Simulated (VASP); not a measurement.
The system is ZnSe (Stilleite).

```
Se Zn
1.0
     0.00000    2.85257    2.85257
     2.85257    0.00000    2.85257
     2.85257    2.85257    0.00000
Se Zn
1 1
Direct
  0.75000 0.75000 0.75000
  0.00000 0.00000 0.00000
```

Base run:

```yaml
Program: VASP 6.6.1
Functional: revPBE
Potentials_or_basis: VASP PAW PBE potentials, release 64 (Se, Zn)
Cutoff: 520 eV
k_mesh: 8 × 8 × 8
Occupations: fermi-dirac, width 0.05 eV
Spin: no spin polarisation
```

Its results: band gap on the k mesh 1.33 eV, direct; pressure 2.7 GPa.

Question: The run is repeated on the same cell with these changes: functional from revPBE to LDA; potentials or basis from VASP PAW PBE potentials, release 64 (Se, Zn) to VASP PAW LDA potentials, release 64 (Se, Zn). What comes out?

Answer: Band gap on the k mesh 0.99 eV, direct; pressure -4.2 GPa.

Caveats: the PAW data sets were made with another functional, which shifts forces and pressure a little (some runs).

